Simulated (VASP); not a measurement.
Here is a VASP 6.6.1 calculation.

File INCAR:

```
SYSTEM = Ga2P
PREC = Accurate ; ENCUT = 520
EDIFF = 1E-7 ; ISMEAR = 0
SIGMA = 0.1 ; LREAL = .False.
LASPH = .True. ; NELM = 100
ALGO = Normal ; ISIF = 2
LWAVE = .False. ; LCHARG = .True.
GGA = PE ; LELF = .True.
LVHAR = .True. ; NBANDS = 40
```

KPOINTS

```
regular mesh
0
Gamma
  4 4 4
  0 0 0
```

File POSCAR:

```
Ga2P
1.0
    3.6932584977      0.0000000000      0.0000000000
    0.0000000000      3.6932584977      0.0000000000
    0.0000000000      0.0000000000      7.9553362649
Ga P
4 2
Direct
    0.5000000000      0.5000000000      0.0000000000
    0.0000000000      0.0000000000      0.0000000000
    0.5000000000      0.0000000000      0.3597297619
    0.0000000000      0.5000000000      0.6402702381
    0.5000000000      0.0000000000      0.6821733144
    0.0000000000      0.5000000000      0.3178266856
```

Potentials or basis: VASP PAW PBE potentials, release 64 (Ga_d, P).

Command:

```bash
$ cat potpaw_PBE.64/Ga_d/POTCAR potpaw_PBE.64/P/POTCAR > POTCAR
$ mpirun -np 1 vasp_std > vasp.out
```

Task: Predict the pressure.

Result: 0.0 GPa.

Task: Estimate the band gap on the k mesh.

Result: Zero (bands 31 and 32 overlap by 6.10 eV).

Forces on the atoms (eV/Å):
```
Ga   0.000  0.000  0.000
Ga   0.000  0.000  0.000
Ga   0.000  0.000  0.011
Ga   0.000  0.000 -0.011
P    0.000  0.000 -0.034
P    0.000  0.000  0.034
```

Caveat: the k points lie up to 0.43 Å⁻¹ apart, too coarse for converged energies and pressures of a metal.
